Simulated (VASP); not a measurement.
# P in VASP: a series of runs

The runs below take P through relaxation of cell and atoms, with PBE+D3(BJ).

Program: VASP 6.6.1. These are calculated values, not measurements. Logs are shortened: lines on timing, memory, paths and dates and some standing lists are left out, and cuts for length are marked.

### 1 The cell of the first run

The cell holds a slab with vacuum, 16 atoms: a = 3.316 Å, b = 4.379 Å, c = 35.857 Å, α = 90.00°, β = 90.00°, γ = 90.00°.

### 2 Relaxation of cell and atoms, PBE+D3(BJ)

INCAR reads:

```
  ALGO = Normal
  EDIFF = 1E-6
  EDIFFG = -0.01
  ENCUT = 600
  GGA = PE
  IBRION = 2
  ISIF = 3
  ISMEAR = 0
  IVDW = 12
  LASPH = True
  LATTICE_CONSTRAINTS = .TRUE. .TRUE. .FALSE.
  LCHARG = False
  LREAL = False
  LUSENCCL = False
  LWAVE = False
  NELM = 80
  NSW = 90
  PREC = Accurate
  SIGMA = 0.03
```

KPOINTS reads:

```
k-points
0
Gamma
  10 8 1
```

POSCAR reads:

```
P
1.0
    3.3164000000      0.0000000000      0.0000000000
    0.0000000000      4.3793000000      0.0000000000
    0.0000000000      0.0000000000     35.8567681600
P
16
Direct
    0.0000000000      0.5806800000      0.2509986400
    0.5000000000      0.9193200000      0.2509986400
    0.5000000000      0.0806800000      0.3104230700
    0.0000000000      0.4193200000      0.3104230700
    0.5000000000      0.5806800000      0.3971914000
    0.0000000000      0.9193200000      0.3971914000
    0.0000000000      0.0806800000      0.4566158400
    0.5000000000      0.4193200000      0.4566158400
    0.0000000000      0.5806800000      0.5433841600
    0.5000000000      0.9193200000      0.5433841600
    0.5000000000      0.0806800000      0.6028086000
    0.0000000000      0.4193200000      0.6028086000
    0.5000000000      0.5806800000      0.6895769300
    0.0000000000      0.9193200000      0.6895769300
    0.0000000000      0.0806800000      0.7490013600
    0.5000000000      0.4193200000      0.7490013600
```

Potentials or basis: VASP PAW PBE potentials, release 64 (P).

Command:

```console
> cat potpaw_PBE.64/P/POTCAR > POTCAR
> mpirun -np 1 vasp_std > vasp.out
```

OUTCAR:

```text
EDIFF = 1E-6
   EDIFFG = -0.01
   ENCUT = 600
   GGA = PE
   IBRION = 2
   ISIF = 3
   ISMEAR = 0
   IVDW = 12
   LASPH = True
   LREAL = False
   NELM = 80
   NSW = 90
   PREC = Accurate
 IVDW          = 12

 ion  position               nearest neighbor table
   1  0.000  0.581  0.251-   2 2.22   2 2.22   4 2.24
   2  0.500  0.919  0.251-   1 2.22   1 2.22   3 2.24
   3  0.500  0.081  0.310-   4 2.22   4 2.22   2 2.24
   4  0.000  0.419  0.310-   3 2.22   3 2.22   1 2.24
   5  0.500  0.581  0.397-   6 2.22   6 2.22   8 2.24
   6  0.000  0.919  0.397-   5 2.22   5 2.22   7 2.24
[... 8 lines left out ...]
  15  0.000  0.081  0.749-  16 2.22  16 2.22  14 2.24
  16  0.500  0.419  0.749-  15 2.22  15 2.22  13 2.24

  LATTYP: Found a simple orthorhombic cell.
 ALAT       =     3.3164000000
 B/A-ratio  =     1.3204981305
 C/A-ratio  =    10.8119551803

  Lattice vectors:

 A1 = (   3.3164000000,   0.0000000000,   0.0000000000)
 A2 = (   0.0000000000,   4.3793000000,   0.0000000000)
 A3 = (   0.0000000000,   0.0000000000,  35.8567681600)

Analysis of symmetry for initial positions (statically):
=====================================================================
 Subroutine PRICEL returns:
 Original cell was already a primitive cell.

 Routine SETGRP: Setting up the symmetry group for a
 simple orthorhombic supercell.

 Subroutine GETGRP returns: Found  8 space group operations
 (whereof  2 operations were pure point group operations)
 out of a pool of  8 trial point group operations.

The static configuration has the point symmetry C_1h.
 The point group associated with its full space group is D_2h.

Analysis of symmetry for dynamics (positions and initial velocities):
=====================================================================
 Subroutine PRICEL returns:
 Original cell was already a primitive cell.

 Routine SETGRP: Setting up the symmetry group for a
 simple orthorhombic supercell.

 Subroutine GETGRP returns: Found  8 space group operations
 (whereof  2 operations were pure point group operations)
 out of a pool of  8 trial point group operations.

The dynamic configuration has the point symmetry C_1h.
 The point group associated with its full space group is D_2h.

 Subroutine INISYM returns: Found  8 space group operations
 (whereof  2 operations are pure point group operations),
 and found     1 'primitive' translations

----------------------------------------------------------------------------------------

                                     Primitive cell

  volume of cell :     520.7661

  direct lattice vectors                    reciprocal lattice vectors
     3.316400000  0.000000000  0.000000000     0.301531781  0.000000000  0.000000000
     0.000000000  4.379300000  0.000000000     0.000000000  0.228346996  0.000000000
     0.000000000  0.000000000 35.856768160     0.000000000  0.000000000  0.027888738

  length of vectors
     3.316400000  4.379300000 35.856768160     0.301531781  0.228346996  0.027888738

  position of ions in fractional coordinates (direct lattice)
     0.000000000  0.580680000  0.250998640
     0.500000000  0.919320000  0.250998640
     0.500000000  0.080680000  0.310423070
     0.000000000  0.419320000  0.310423070
     0.500000000  0.580680000  0.397191400
     0.000000000  0.919320000  0.397191400
[... 8 lines left out ...]
     0.000000000  0.080680000  0.749001360
     0.500000000  0.419320000  0.749001360

  ion indices of the primitive-cell ions
   primitive index   ion index
                 1           1
                 2           2
                 3           3
                 4           4
                 5           5
                 6           6
[... 8 lines left out ...]
                15          15
                16          16

----------------------------------------------------------------------------------------

 KPOINTS: k-points

Automatic generation of k-mesh.
 Grid dimensions read from file:
 generate k-points for:   10    8    1

 Generating k-lattice:

  Cartesian coordinates                     Fractional coordinates (reciprocal lattice)
     0.030153178  0.000000000  0.000000000     0.100000000  0.000000000  0.000000000
     0.000000000  0.028543375  0.000000000     0.000000000  0.125000000  0.000000000
     0.000000000  0.000000000  0.027888738     0.000000000  0.000000000  1.000000000

  Length of vectors
     0.030153178  0.028543375  0.027888738

  Shift w.r.t. Gamma in fractional coordinates (k-lattice)
     0.000000000  0.000000000  0.000000000

 Subroutine IBZKPT returns following result:
 ===========================================

 Found     30 irreducible k-points:

 Following reciprocal coordinates:
            Coordinates               Weight
  0.000000  0.000000  0.000000      1.000000
  0.100000  0.000000  0.000000      2.000000
  0.200000  0.000000  0.000000      2.000000
  0.300000  0.000000  0.000000      2.000000
  0.400000  0.000000  0.000000      2.000000
  0.500000  0.000000  0.000000      1.000000
[... 16 lines left out ...]
  0.400000  0.375000  0.000000      4.000000
  0.500000  0.375000  0.000000      2.000000
 [... further k-points ...]
   k-points           NKPTS =     30   k-points in BZ     NKDIM =     30   number of bands    NBANDS=     49
   number of dos      NEDOS =    301   number of ions     NIONS =     16
   total plane-waves  NPLWV = 290304
   dimension x,y,z NGX =    28 NGY =   36 NGZ =  288
   dimension x,y,z NGXF=    56 NGYF=   72 NGZF=  576
   ions per type =              16
   NGX,Y,Z   is equivalent  to a cutoff of  14.04, 13.67, 13.35 a.u.
   NGXF,Y,Z  is equivalent  to a cutoff of  28.07, 27.33, 26.71 a.u.
 SYSTEM =  unknown system
   PREC   = accura    normal or accurate (medium, high low for compatibility)
   ISTART =      0    job   : 0-new  1-cont  2-samecut
   ICHARG =      2    charge: 1-file 2-atom 10-const
   ISPIN  =      1    spin polarized calculation?
   LNONCOLLINEAR =      F non collinear calculations
   LSORBIT =      F    spin-orbit coupling
   LASPH  =      T    aspherical Exc in radial PAW
   ENCUT  =  600.0 eV  44.10 Ry    6.64 a.u.   6.62  8.75 71.61*2*pi/ulx,y,z
   NELM   =     80;   NELMIN=  2; NELMDL= -5     # of ELM steps
   EDIFF  = 0.1E-05   stopping-criterion for ELM
   LREAL  =      F    real-space projection
   EDIFFG = -.1E-01   stopping-criterion for IOM
   NSW    =     90    number of steps for IOM
   IBRION =      2    ionic relax: 0-MD 1-quasi-New 2-CG
   NFREE  =      1    steps in history (QN), initial steepest desc. (CG)
   ISIF   =      3    stress and relaxation
   ISYM   =      2    0-nonsym 1-usesym 2-fastsym
   POTIM  = 0.5000    time-step for ionic-motion
   TEBEG  =    0.0;   TEEND  =   0.0 temperature during run
   PSTRESS=    0.0 pullay stress
   NELECT =      80.0000    total number of electrons
   NUPDOWN=      -1.0000    fix difference up-down
   EMIN   =  10.00;   EMAX   =-10.00  energy-range for DOS
   EFERMI =   0.00;   METHOD = LEGACY
   ISMEAR =     0;   SIGMA  =   0.03  broadening in eV -4-tet -1-fermi 0-gaus
   EFERMI_NEDOS =   21; number of points for ismear=-14 and -15
   IALGO  =     38    algorithm
   IMIX   =      4    mixing-type and parameters
     AMIX     =   0.40;   BMIX     =  1.00
     AMIX_MAG =   1.60;   BMIX_MAG =  1.00
  volume/ion in A,a.u.               =      32.55       219.64
  Fermi-wavevector in a.u.,A,eV,Ry     =   0.876780  1.656874 10.459383  0.768743
  Thomas-Fermi vector in A             =   1.996637
   LORBIT       =      0    0 simple, 1 ext, 2 COOP (PROOUT), +10 PAW based schemes
   GGA     = PE    functional components
   LHFCALC =     F    Hartree Fock is set to
   AEXX    =    0.0000 exact exchange contribution
   IVDW    =    12    specifies the selected vdW correction
   LEPSILON=     F    determine dielectric tensor
   LRPA    =     F    only Hartree local field effects (RPA)
 conjugate gradient relaxation of ions
 non-spin polarized calculation
 Gauss-broadening in eV      SIGMA  =   0.03
  energy-cutoff  :      600.00
  volume of cell :      520.77
 maximum number of plane-waves:     17494
 NGX is ok and might be reduce to    28
   NGX = 13   NGY = 17   NGZ =143

--------------------------------------- Ionic step        1  -------------------------------------------

 number of electron      79.9999996 magnetization

 Free energy of the ion-electron system (eV)
  ---------------------------------------------------
  ext. energy  EPLUGINS =         0.00000000
  ---------------------------------------------------
  free energy    TOTEN  =       -85.85380098 eV

  energy without entropy =      -85.85343127  energy(sigma->0) =      -85.85361612

------------------------ aborting loop because EDIFF is reached ----------------------------------------

 Edisp (eV)   -5.37751

 E8    (eV) :    -2.0716

  FORCE on cell =-STRESS in cart. coord.  units (eV):
  Direction    XX          YY          ZZ          XY          YZ          ZX
  --------------------------------------------------------------------------------------
  -------------------------------------------------------------------------------------
  Total      -3.18500    -2.30347    -1.22047     0.00000     0.00000     0.00000
  in kB      -9.79889    -7.08681    -3.75486     0.00000     0.00000     0.00000
  external pressure =       -6.88 kB  Pullay stress =        0.00 kB
[... 139 lines left out ...]
  FREE ENERGIE OF THE ION-ELECTRON SYSTEM (eV)
  ---------------------------------------------------
  free  energy   TOTEN  =       -91.2508116104 eV

  energy  without entropy=      -91.2507757316  energy(sigma->0) =      -91.25079367

[... ionic steps 4 to 41 ...]

--------------------------------------- Ionic step       42  -------------------------------------------

 number of electron      80.0000001 magnetization

------------------------ aborting loop because EDIFF is reached ----------------------------------------

 Edisp (eV)   -5.69038

 E8    (eV) :    -2.1917
[... 97 lines left out ...]
  energy  without entropy=      -91.3055878705  energy(sigma->0) =      -91.30564511

--------------------------------------- Ionic step       44  -------------------------------------------

 number of electron      80.0000001 magnetization

 Free energy of the ion-electron system (eV)
  ---------------------------------------------------
  ext. energy  EPLUGINS =         0.00000000
  ---------------------------------------------------
  free energy    TOTEN  =       -85.61166329 eV

  energy without entropy =      -85.61157670  energy(sigma->0) =      -85.61162000

 E-fermi :   2.2590     XC(G=0):  -6.1261

 val. band max:        2.2137224205   @ k =   0.1000   0.0000   0.0000
 cond. band min:       2.3043906392   @ k =   0.1000   0.0000   0.0000
 fundamental gap:      0.0906682187
 Fermi energy:         2.2590362161

 k-point     1 :       0.0000    0.0000    0.0000
  band No.  band energies     occupation
      1     -13.7767      2.00000
      2     -13.6625      2.00000
      3     -13.5344      2.00000
      4     -13.4847      2.00000
      5     -11.2789      2.00000
      6     -11.0205      2.00000
[... 1237 lines left out ...]
     48       4.4364      0.00000
     49       5.4504      0.00000

 [... further k-points ...]

------------------------ aborting loop because EDIFF is reached ----------------------------------------

 Edisp (eV)   -5.69409

 E8    (eV) :    -2.1931

  FORCE on cell =-STRESS in cart. coord.  units (eV):
  Direction    XX          YY          ZZ          XY          YZ          ZX
  --------------------------------------------------------------------------------------
  -------------------------------------------------------------------------------------
  Total       0.07506     0.00549    -0.13692     0.00000     0.00000     0.00000
  in kB       0.23907     0.01749    -0.43613     0.00000     0.00000     0.00000
  external pressure =       -0.06 kB  Pullay stress =        0.00 kB
[... 31 lines left out ...]
  FREE ENERGIE OF THE ION-ELECTRON SYSTEM (eV)
  ---------------------------------------------------
  free  energy   TOTEN  =       -91.3057490227 eV

  energy  without entropy=      -91.3056624346  energy(sigma->0) =      -91.30570573

 reached required accuracy - stopping structural energy minimisation
```

Wall time 2.4 h (1 × NVIDIA H100 80GB with 1 thread of AMD EPYC 7R13 (Zen 3), shared host); peak memory 1.9 GiB.

What came out:

- Free energy: -91.3057 eV
- Relaxed cell: a = 3.306 Å, b = 4.243 Å, c = 35.857 Å, α = 90.00°, β = 90.00°, γ = 90.00°
- Space group after relaxing (to 0.1 Å): Pbcm (No. 57)
- Energy gained by relaxing: 4.7 meV/atom
- Ionic steps: 44
- Largest force after relaxing: 0.009 eV/Å
- Band gap on the k mesh: 0.09 eV
- Dispersion energy per atom: -0.356 eV

Forces in eV/Å, atoms in the order of the input:
```
P    0.000 -0.008  0.000
P    0.000  0.008  0.000
P    0.000  0.003  0.005
P    0.000 -0.003  0.005
P    0.000 -0.007 -0.005
P    0.000  0.007 -0.005
P    0.000 -0.005  0.006
P    0.000  0.005  0.006
P    0.000 -0.005 -0.006
P    0.000  0.005 -0.006
P    0.000 -0.007  0.005
P    0.000  0.007  0.005
P    0.000  0.003 -0.005
P    0.000 -0.003 -0.005
P    0.000 -0.008  0.000
P    0.000  0.008  0.000
```

The path:
```
step  energy change (eV)  largest force (eV/Å)  pressure (GPa)  volume (Å³)
   1              0.0000                0.0730           -0.69       520.77
   3             -0.0195                0.1356           -0.10       514.16
   5             -0.0300                0.0712           -0.21       511.07
   7             -0.0451                0.0754           -0.37       504.78
   9             -0.0479                0.0488           -0.19       502.24
  11             -0.0485                0.0425           -0.25       502.79
  13             -0.0511                0.0889           -0.09       502.81
  15             -0.0529                0.0780           -0.10       503.20
  17             -0.0587                0.0550           -0.15       504.96
  19             -0.0630                0.0634           -0.16       507.24
  21             -0.0645                0.0391           -0.08       507.08
  23             -0.0670                0.0333           -0.13       506.29
  25             -0.0677                0.0749           -0.17       505.56
  27             -0.0692                0.0662           -0.13       504.69
  29             -0.0715                0.0296            0.07       500.78
  31             -0.0719                0.0305            0.01       501.60
  33             -0.0724                0.0258           -0.04       501.97
  35             -0.0732                0.0317           -0.02       502.27
  37             -0.0733                0.0443            0.00       502.45
  39             -0.0738                0.0373           -0.01       502.68
  41             -0.0739                0.0500           -0.07       503.75
  43             -0.0744                0.0155           -0.02       503.14
  44             -0.0744                0.0089           -0.01       503.01
```

Final structure:
```cif
data_structure
_symmetry_space_group_name_H-M 'P 1'
_symmetry_Int_Tables_number 1
_cell_length_a 3.3061
_cell_length_b 4.2431
_cell_length_c 35.8568
_cell_angle_alpha 90.000
_cell_angle_beta 90.000
_cell_angle_gamma 90.000
_cell_volume 503.01
loop_
_atom_site_label
_atom_site_type_symbol
_atom_site_fract_x
_atom_site_fract_y
_atom_site_fract_z
_atom_site_occupancy
P1 P 0.00000 0.57622 0.25609 1
P2 P 0.50000 0.92378 0.25609 1
P3 P 0.50000 0.07513 0.31609 1
P4 P 0.00000 0.42487 0.31609 1
P5 P 0.50000 0.57552 0.39854 1
P6 P 0.00000 0.92448 0.39854 1
P7 P 0.00000 0.07537 0.45872 1
P8 P 0.50000 0.42463 0.45872 1
P9 P 0.00000 0.57537 0.54128 1
P10 P 0.50000 0.92463 0.54128 1
P11 P 0.50000 0.07552 0.60146 1
P12 P 0.00000 0.42448 0.60146 1
P13 P 0.50000 0.57513 0.68392 1
P14 P 0.00000 0.92487 0.68392 1
P15 P 0.00000 0.07622 0.74391 1
P16 P 0.50000 0.42378 0.74391 1
```

Levels at points of the mesh, in eV from the valence-band top:
| k point | band 36 | band 37 | band 38 | band 39 | band 40 | band 41 | band 42 | band 43 | band 44 | band 45 |
| --- | --- | --- | --- | --- | --- | --- | --- | --- | --- | --- |
| (0.00, 0.00, 0.00) | -2.09 | -1.26 | -0.73 | -0.14 | -0.11 | 0.29 | 0.46 | 0.65 | 0.81 | 0.92 |
| (0.50, 0.00, 0.00) | -2.75 | -2.48 | -2.48 | -2.28 | -2.28 | 0.60 | 0.60 | 0.80 | 0.80 | 0.83 |
| (0.00, 0.50, 0.00) | -1.19 | -1.07 | -1.07 | -1.04 | -1.04 | 1.43 | 1.43 | 1.48 | 1.48 | 1.58 |
| (0.50, 0.50, 0.00) | -2.31 | -2.05 | -2.05 | -2.05 | -2.05 | 1.76 | 1.76 | 1.76 | 1.76 | 2.13 |

(Continued in part 2 of 2.)
